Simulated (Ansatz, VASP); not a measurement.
# Two plane-wave programs on TiC3

```
CELL_PARAMETERS angstrom
4.05930 0.00000 0.00000
0.00000 4.05930 0.00000
0.00000 0.00000 4.05930
ATOMIC_POSITIONS crystal
Ti 0.00000 0.00000 0.00000
Ti 0.50000 0.50000 0.50000
C 0.25000 0.00000 0.50000
C 0.75000 0.00000 0.50000
C 0.00000 0.50000 0.25000
C 0.00000 0.50000 0.75000
C 0.50000 0.75000 0.00000
C 0.50000 0.25000 0.00000
```

Change from the starting cell: species swapped into the Mo3Os type (Pm-3n, No. 223).

Alike in both runs: task single point; functional PBE; k mesh 4 × 4 × 4; occupations gaussian, width 0.1 eV; collinear spin.

```csv
,VASP,Ansatz
version,VASP 6.6.1,Ansatz 0.2.0
potentials or method,"VASP PAW PBE potentials, release 64 (Ti_sv, C), cutoff 520 eV","scalar-relativistic, plane waves, PAW"
valence electrons in the cell,48,48
```

Ansatz gave:

| Quantity | Value |
| --- | --- |
| gap on the k mesh at the Fermi level (eV) | none |
| pressure (GPa) | -0.4 |
| net moment per atom (μB) | 0.00 |

Task: Estimate VASP's values.

Result: gap on the k mesh at the Fermi level (eV): none; pressure (GPa): -0.2; net moment per atom (μB): 0.00.

A gap of «none» marks a metal or a gap that the smearing closes. With one functional, cell and mesh, what is left measures potentials, basis and numerics. Ansatz's warnings: seeded moment not kept.

The k mesh is coarse, so the values compare programs but aren't converged.
